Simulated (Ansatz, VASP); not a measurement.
Two plane-wave programs on WC

Contents of INCAR:

```
  PREC = Accurate
  ENCUT = 520
  EDIFF = 1E-7
  ISMEAR = -1
  SIGMA = 0.1
  LREAL = False
  LASPH = True
  NELM = 100
  ALGO = Normal
  ISIF = 2
  LWAVE = False
  LCHARG = True
  GGA = PE
  LELF = True
  LVHAR = True
  NBANDS = 16
```

File KPOINTS:

```
Automatic mesh
0
Gamma
  8 8 7
```

The input POSCAR:

```
WC
1.0
    2.8177400000      0.0002800000      0.0398600000
   -1.4086300000      2.5900600000     -0.0575100000
    0.0389000000     -0.0423500000      2.9543600000
W C
1 1
Direct
    0.0075700000      0.0135300000      0.0003800000
    0.6785300000      0.3358700000      0.4501900000
```

Input for Ansatz:

```yaml
crystal:
  lattice:
    - [2.81774, 0.00028, 0.03986]
    - [-1.40863, 2.59006, -0.05751]
    - [0.0389, -0.04235, 2.95436]
  atoms:
    - { symbol: W, position: [0.00757, 0.01353, 0.00038] }
    - { symbol: C, position: [0.67853, 0.33587, 0.45019] }
basis:
  ecutwfc: 540.0
  xc_grid: 2
kpoints:
  mp_grid:
    grid: [8, 8, 7]
hamiltonian:
  xc: pbe
scf:
  convergence:
    dr2_threshold: 1.0e-09
  occupations:
    method: fermi_dirac
    width: 0.1
output:
  forces: true
  stress: true
```

Alike in both runs: task single point; functional PBE; k mesh 8 × 8 × 7; occupations fermi-dirac, width 0.1 eV; no spin polarisation.

|  | VASP | Ansatz |
| --- | --- | --- |
| version | VASP 6.6.1 | Ansatz 0.2.0 |
| potentials or method | VASP PAW PBE potentials, release 64 (W_sv, C), cutoff 520 eV | plane waves, PAW |
| valence electrons in the cell | 18 | 18 |

|  | VASP | Ansatz | Ansatz less VASP |
| --- | --- | --- | --- |
| pressure (GPa) | -2.2 | -3.2 | -1.01 |
| traceless stress, the component that is largest in VASP (GPa) | 26.52 | 26.48 | -0.049 |
| rms of the force components (eV/Å) | 1.209 | 1.198 | -0.0117 |

Atom by atom the forces differ by 0.012 eV/Å (rms over components). Ansatz's warnings: stress scf threshold loose.

Spin-orbit coupling is off throughout.
